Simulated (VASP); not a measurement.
# Al2O3 (R-3c) in VASP: single point with LDA

Aim: the single point of Al2O3 with LDA.

Program: VASP 6.6.1. These are calculated values, not measurements. Logs are shortened: lines on timing, memory, paths and dates and some standing lists are left out, and cuts for length are marked.

**What was measured.**

“Multi-petahertz electron interference in Cr:Al2O3 solid-state material”, 2018, pmc:5906618 quotes, for a bulk crystal of Al2O3: band gap 8.7 eV (optical).

The runs below are set against these values where they give the same quantity.

## Step 1: The cell of the first run

Symmetry: R-3c, No. 167, trigonal system. Conventional cell: a = 4.729 Å, b = 4.729 Å, c = 12.890 Å, α = 90.00°, β = 90.00°, γ = 120.00°. Al (site symmetry 3) has 6 O at 1.84 to 1.95 Å within 2.4 Å. Within 2.4 Å of O (site symmetry 2) lie 4 Al at 1.84 to 1.95 Å.

## Step 2: Single point, LDA

File INCAR:

```
SYSTEM = Al2O3
PREC = Accurate ; ENCUT = 600
EDIFF = 1E-6 ; ISMEAR = 0
SIGMA = 0.02 ; LREAL = .FALSE.
LASPH = .TRUE. ; NELM = 120
ALGO = Normal ; ISIF = 2
LWAVE = .FALSE. ; LCHARG = .FALSE.
GGA = CA ; NBANDS = 35
GGA_COMPAT = .FALSE.
```

File KPOINTS:

```
Automatic mesh
0
G
  9 9 9
  0 0 0
```

File POSCAR:

```
Al2O3
1.0
    2.3643614340      1.3650647104      4.2965458462
   -2.3643614340      1.3650647104      4.2965458462
    0.0000000000     -2.7301294207      4.2965458462
Al O
4 6
Direct
    0.3519825887      0.3519825887      0.3519825887
    0.1480174113      0.1480174113      0.1480174113
    0.6480174113      0.6480174113      0.6480174113
    0.8519825887      0.8519825887      0.8519825887
    0.5558333258      0.9441666742      0.2500000000
    0.2500000000      0.5558333258      0.9441666742
    0.9441666742      0.2500000000      0.5558333258
    0.4441666742      0.0558333258      0.7500000000
    0.7500000000      0.4441666742      0.0558333258
    0.0558333258      0.7500000000      0.4441666742
```

Potentials or basis: VASP PAW LDA potentials, release 64 (Al, O).

Started as:

```
> cat potpaw_LDA.64/Al/POTCAR potpaw_LDA.64/O/POTCAR > POTCAR
> mpirun -np 1 vasp_std > vasp.out
```

OUTCAR:

```text
SYSTEM = Al2O3
   PREC = Accurate
   ENCUT = 600
   EDIFF = 1E-6
   ISMEAR = 0
   LREAL = .FALSE.
   LASPH = .TRUE.
   NELM = 120
   ISIF = 2
   GGA = CA

 ion  position               nearest neighbor table
   1  0.352  0.352  0.352-   8 1.84   9 1.84  10 1.84   6 1.95   7 1.95   5 1.95   2 2.63   3 2.77
                             3 2.77   3 2.77   2 3.20   2 3.20   2 3.20
   2  0.148  0.148  0.148-   8 1.84  10 1.84   9 1.84   7 1.95   6 1.95   5 1.95   1 2.63   4 2.77
                             4 2.77   4 2.77   1 3.20   1 3.20   1 3.20
   3  0.648  0.648  0.648-   5 1.84   6 1.84   7 1.84   9 1.95  10 1.95   8 1.95   4 2.63   1 2.77
                             1 2.77   1 2.77   4 3.20   4 3.20   4 3.20
   4  0.852  0.852  0.852-   5 1.84   7 1.84   6 1.84  10 1.95   9 1.95   8 1.95   3 2.63   2 2.77
                             2 2.77   2 2.77   3 3.20   3 3.20   3 3.20
   5  0.556  0.944  0.250-   3 1.84   4 1.84   1 1.95   2 1.95
   6  0.250  0.556  0.944-   3 1.84   4 1.84   1 1.95   2 1.95
   7  0.944  0.250  0.556-   4 1.84   3 1.84   2 1.95   1 1.95
   8  0.444  0.056  0.750-   1 1.84   2 1.84   3 1.95   4 1.95
   9  0.750  0.444  0.056-   1 1.84   2 1.84   3 1.95   4 1.95
  10  0.056  0.750  0.444-   2 1.84   1 1.84   4 1.95   3 1.95

  LATTYP: Found a trigonal (rhomboedric) cell.
 ALAT       =     5.0905709761
 COS(alpha) =     0.5685557005

  Lattice vectors:

 A1 = (   2.3643614340,   1.3650647104,   4.2965458462)
 A2 = (  -2.3643614340,   1.3650647104,   4.2965458462)
 A3 = (   0.0000000000,  -2.7301294207,   4.2965458462)

Analysis of symmetry for initial positions (statically):
=====================================================================
 Subroutine PRICEL returns:
 Original cell was already a primitive cell.

 Routine SETGRP: Setting up the symmetry group for a
 trigonal (rhombohedral) supercell.

 Subroutine GETGRP returns: Found 12 space group operations
 (whereof  6 operations were pure point group operations)
 out of a pool of 12 trial point group operations.

The static configuration has the point symmetry S_6 .
 The point group associated with its full space group is D_3d.

Analysis of symmetry for dynamics (positions and initial velocities):
=====================================================================
 Subroutine PRICEL returns:
 Original cell was already a primitive cell.

 Routine SETGRP: Setting up the symmetry group for a
 trigonal (rhombohedral) supercell.

 Subroutine GETGRP returns: Found 12 space group operations
 (whereof  6 operations were pure point group operations)
 out of a pool of 12 trial point group operations.

The dynamic configuration has the point symmetry S_6 .
 The point group associated with its full space group is D_3d.

 Subroutine INISYM returns: Found 12 space group operations
 (whereof  6 operations are pure point group operations),
 and found     1 'primitive' translations

----------------------------------------------------------------------------------------

                                     Primitive cell

  volume of cell :      83.2028

  direct lattice vectors                    reciprocal lattice vectors
     2.364361434  1.365064710  4.296545846     0.211473590  0.122094334  0.077581701
    -2.364361434  1.365064710  4.296545846    -0.211473590  0.122094334  0.077581701
     0.000000000 -2.730129421  4.296545846     0.000000000 -0.244188668  0.077581701

  length of vectors
     5.090570976  5.090570976  5.090570976     0.256216756  0.256216756  0.256216756

  position of ions in fractional coordinates (direct lattice)
     0.351982589  0.351982589  0.351982589
     0.148017411  0.148017411  0.148017411
     0.648017411  0.648017411  0.648017411
     0.851982589  0.851982589  0.851982589
     0.555833326  0.944166674  0.250000000
     0.250000000  0.555833326  0.944166674
     0.944166674  0.250000000  0.555833326
     0.444166674  0.055833326  0.750000000
     0.750000000  0.444166674  0.055833326
     0.055833326  0.750000000  0.444166674

  ion indices of the primitive-cell ions
   primitive index   ion index
                 1           1
                 2           2
                 3           3
                 4           4
                 5           5
                 6           6
                 7           7
                 8           8
                 9           9
                10          10

----------------------------------------------------------------------------------------

 KPOINTS: Automatic mesh

Automatic generation of k-mesh.
 Grid dimensions read from file:
 generate k-points for:    9    9    9

 Generating k-lattice:

  Cartesian coordinates                     Fractional coordinates (reciprocal lattice)
     0.023497066  0.013566037  0.008620189     0.111111111 -0.000000000  0.000000000
    -0.023497066  0.013566037  0.008620189    -0.000000000  0.111111111  0.000000000
     0.000000000 -0.027132074  0.008620189     0.000000000  0.000000000  0.111111111

  Length of vectors
     0.028468528  0.028468528  0.028468528

  Shift w.r.t. Gamma in fractional coordinates (k-lattice)
     0.000000000  0.000000000  0.000000000

 Subroutine IBZKPT returns following result:
 ===========================================

 Found     85 irreducible k-points:

 Following reciprocal coordinates:
            Coordinates               Weight
  0.000000  0.000000  0.000000      1.000000
  0.111111  0.000000  0.000000      6.000000
  0.222222  0.000000  0.000000      6.000000
  0.333333  0.000000  0.000000      6.000000
  0.444444  0.000000  0.000000      6.000000
  0.111111  0.111111  0.000000      6.000000
[... 16 lines left out ...]
 -0.333333  0.333333  0.000000      6.000000
  0.444444  0.444444  0.000000      6.000000
 [... further k-points ...]
   k-points           NKPTS =     85   k-points in BZ     NKDIM =     85   number of bands    NBANDS=     35
   number of dos      NEDOS =    301   number of ions     NIONS =     10
   total plane-waves  NPLWV =  74088
   dimension x,y,z NGX =    42 NGY =   42 NGZ =   42
   dimension x,y,z NGXF=    84 NGYF=   84 NGZF=   84
   ions per type =               4   6
   NGX,Y,Z   is equivalent  to a cutoff of  13.72, 13.72, 13.72 a.u.
   NGXF,Y,Z  is equivalent  to a cutoff of  27.43, 27.43, 27.43 a.u.
 SYSTEM =  Al2O3
   PREC   = accura    normal or accurate (medium, high low for compatibility)
   ISTART =      0    job   : 0-new  1-cont  2-samecut
   ICHARG =      2    charge: 1-file 2-atom 10-const
   ISPIN  =      1    spin polarized calculation?
   LNONCOLLINEAR =      F non collinear calculations
   LSORBIT =      F    spin-orbit coupling
   LASPH  =      T    aspherical Exc in radial PAW
   ENCUT  =  600.0 eV  44.10 Ry    6.64 a.u.  10.17 10.17 10.17*2*pi/ulx,y,z
   NELM   =    120;   NELMIN=  2; NELMDL= -5     # of ELM steps
   EDIFF  = 0.1E-05   stopping-criterion for ELM
   LREAL  =      F    real-space projection
   EDIFFG = 0.1E-04   stopping-criterion for IOM
   NSW    =      0    number of steps for IOM
   IBRION =     -1    ionic relax: 0-MD 1-quasi-New 2-CG
   NFREE  =      0    steps in history (QN), initial steepest desc. (CG)
   ISIF   =      2    stress and relaxation
   ISYM   =      2    0-nonsym 1-usesym 2-fastsym
   POTIM  = 0.5000    time-step for ionic-motion
   TEBEG  =    0.0;   TEEND  =   0.0 temperature during run
   PSTRESS=    0.0 pullay stress
   NELECT =      48.0000    total number of electrons
   NUPDOWN=      -1.0000    fix difference up-down
   EMIN   =  10.00;   EMAX   =-10.00  energy-range for DOS
   EFERMI =   0.00;   METHOD = LEGACY
   ISMEAR =     0;   SIGMA  =   0.02  broadening in eV -4-tet -1-fermi 0-gaus
   EFERMI_NEDOS =   21; number of points for ismear=-14 and -15
   IALGO  =     38    algorithm
   IMIX   =      4    mixing-type and parameters
     AMIX     =   0.40;   BMIX     =  1.00
     AMIX_MAG =   1.60;   BMIX_MAG =  1.00
  volume/ion in A,a.u.               =       8.32        56.15
  Fermi-wavevector in a.u.,A,eV,Ry     =   1.362833  2.575381 25.270288  1.857314
  Thomas-Fermi vector in A             =   2.489288
   LORBIT       =      0    0 simple, 1 ext, 2 COOP (PROOUT), +10 PAW based schemes
   GGA     = CA    functional components
   LHFCALC =     F    Hartree Fock is set to
   AEXX    =    0.0000 exact exchange contribution
   IVDW    =     0    specifies the selected vdW correction
   LEPSILON=     F    determine dielectric tensor
   LRPA    =     F    only Hartree local field effects (RPA)
 non-spin polarized calculation
 Gauss-broadening in eV      SIGMA  =   0.02
  energy-cutoff  :      600.00
  volume of cell :       83.20
 maximum number of plane-waves:      2802
 NGX is ok and might be reduce to    42
   NGX = 21   NGY = 21   NGZ = 21

 number of electron      48.0000003 magnetization

 Free energy of the ion-electron system (eV)
  ---------------------------------------------------
  ext. energy  EPLUGINS =         0.00000000
  ---------------------------------------------------
  free energy    TOTEN  =       -83.12588062 eV

  energy without entropy =      -83.12588062  energy(sigma->0) =      -83.12588062

 E-fermi :   6.1529     XC(G=0): -12.2703

 val. band max:        6.0683788508   @ k =   0.0000   0.0000   0.0000
 cond. band min:      12.5149614553   @ k =   0.0000   0.0000   0.0000
 fundamental gap:      6.4465826044
 Fermi energy:         6.1528704765

 k-point     1 :       0.0000    0.0000    0.0000
  band No.  band energies     occupation
      1     -13.1221      2.00000
      2     -10.6027      2.00000
      3     -10.2964      2.00000
      4     -10.2964      2.00000
      5      -9.9538      2.00000
      6      -9.9538      2.00000
[... 27 lines left out ...]
     34      19.8288      0.00000
     35      20.6591      0.00000
[... 843 lines left out ...]
      5     -10.4367      2.00000
      6      -9.9044      2.00000
[... 27 lines left out ...]
     34      19.2155      0.00000
     35      19.3471      0.00000

 [... further k-points ...]

------------------------ aborting loop because EDIFF is reached ----------------------------------------

  FORCE on cell =-STRESS in cart. coord.  units (eV):
  Direction    XX          YY          ZZ          XY          YZ          ZX
  --------------------------------------------------------------------------------------
  -------------------------------------------------------------------------------------
  Total        0.3010066      0.3010066      0.2132680      0.0000000      0.0000000      0.0000000
  in kB        5.7962731      5.7962731      4.1067519      0.0000000      0.0000000      0.0000000
  external PRESSURE =       5.2330994 kB  Pullay stress =       0.0000000 kB

 VOLUME and BASIS-vectors are now :
 -----------------------------------------------------------------------------
  energy-cutoff  :      600.00
  volume of cell :       83.20
      direct lattice vectors                 reciprocal lattice vectors
     2.364361434  1.365064710  4.296545846     0.211473590  0.122094334  0.077581701
    -2.364361434  1.365064710  4.296545846    -0.211473590  0.122094334  0.077581701
     0.000000000 -2.730129421  4.296545846     0.000000000 -0.244188668  0.077581701

 POSITION                                       TOTAL-FORCE (eV/Angst)
 -----------------------------------------------------------------------------------
      0.00000      0.00000      4.53693        -0.000000     -0.000000     -0.001584
      0.00000      0.00000      1.90789        -0.000000      0.000000      0.001584
      0.00000      0.00000      8.35271        -0.000000      0.000000      0.001584
      0.00000      0.00000     10.98175        -0.000000     -0.000000     -0.001584
     -0.91816      1.36506      7.51896        -0.005834     -0.000000     -0.000000
     -0.72310     -1.47768      7.51896         0.002917     -0.005052     -0.000000
      1.64126      0.11262      7.51896         0.002917      0.005052     -0.000000
      0.91816     -1.36506      5.37068         0.005834     -0.000000     -0.000000
      0.72310      1.47768      5.37068        -0.002917      0.005052     -0.000000
     -1.64126     -0.11262      5.37068        -0.002917     -0.005052     -0.000000
 -----------------------------------------------------------------------------------
    total drift:                                0.000000     -0.000000      0.000000

  FREE ENERGIE OF THE ION-ELECTRON SYSTEM (eV)
  ---------------------------------------------------
  free  energy   TOTEN  =       -83.1258806232 eV

  energy  without entropy=      -83.1258806232  energy(sigma->0) =      -83.12588062
```

Wall time 13 min (1 thread of Oxide Virtual Turin-like, shared host); peak memory 0.31 GiB.

What came out:

| Quantity | Value |
| --- | --- |
| Free energy | -83.1259 eV |
| Pressure | 0.5 GPa |
| Largest force | 0.006 eV/Å |
| Band gap on the k mesh | 6.45 eV |

Forces on the atoms (eV/Å):
```
Al   0.000  0.000 -0.002
Al   0.000  0.000  0.002
Al   0.000  0.000  0.002
Al   0.000  0.000 -0.002
O   -0.006  0.000  0.000
O    0.003 -0.005  0.000
O    0.003  0.005  0.000
O    0.006  0.000  0.000
O   -0.003  0.005  0.000
O   -0.003 -0.005  0.000
```

## Step 3: How close it comes

Step 2. Measured gap of Al2O3: 8.7 eV (optical; quoted in “Multi-petahertz electron interference in Cr:Al2O3 solid-state material”, 2018, pmc:5906618). This calculation gives 6.45 eV (-2.25 eV). The value is that of LDA on a finite k mesh, which can miss the band edges, without temperature or zero-point motion. Semilocal functionals fall short of measured gaps as a rule.
